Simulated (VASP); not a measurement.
Write the native input for VASP 6.6.1 that does the following.

```
Task                   : relaxation of cell and atoms
Functional             : PBE
Potentials or basis    : VASP PAW PBE potentials, release 64 (B, N)
Cutoff                 : 600 eV
k mesh                 : 15 × 15 × 15
Occupations            : fermi-dirac, width 0.08 eV
Spin                   : no spin polarisation
Dipole correction      : no
Further INCAR settings : ALGO = Normal; EDIFF = 1e-07; IBRION = 2; EDIFFG = -0.005; NSW = 60; ISIF = 3
```

The structure of BN (rocksalt type) lies in POSCAR:

```
BN
1.0
    0.0000000000      2.1544346900      2.1544346900
    2.1544346900      0.0000000000      2.1544346900
    2.1544346900      2.1544346900      0.0000000000
B N
1 1
Direct
    0.0000000000      0.0000000000      0.0000000000
    0.5000000000      0.5000000000      0.5000000000
```

One way to write it, as run:

INCAR

```
PREC = Accurate
ENCUT = 600
EDIFF = 1E-7
ISMEAR = -1
SIGMA = 0.08
LREAL = False
LASPH = True
NELM = 100
ALGO = Normal
ISIF = 3
LWAVE = False
LCHARG = False
GGA = PE
IBRION = 2
NSW = 60
EDIFFG = -0.005
```

KPOINTS

```
Automatic mesh
0
Gamma
  15 15 15
```

Potentials or basis: VASP PAW PBE potentials, release 64 (B, N).

Command:

```bash
$ cat potpaw_PBE.64/B/POTCAR potpaw_PBE.64/N/POTCAR > POTCAR
$ mpirun -np 1 vasp_std > vasp.out
```

Results of the run:

| Quantity | Value |
| --- | --- |
| Relaxed volume | 5.38 Å³/atom |
| Relaxed cell | a = 2.478 Å, b = 2.478 Å, c = 2.478 Å, α = 60.00°, β = 60.00°, γ = 60.00° |
| Space group after relaxing (to 0.05 Å) | Fm-3m (No. 225) |
| Energy gained by relaxing | 1559.8 meV/atom |
| Ionic steps | 18 |
| Pressure after relaxing | -0.1 GPa |
| Band gap on the k mesh | 1.18 eV, indirect (least direct gap 5.88 eV) |

Caveat: the volume moved by over 15 % at a fixed basis, so the end points are rough.

Wall time 40 s on 1 thread of Intel(R) Xeon(R) Platinum 8488C (Sapphire Rapids), on a shared host, peak memory 0.15 GiB.
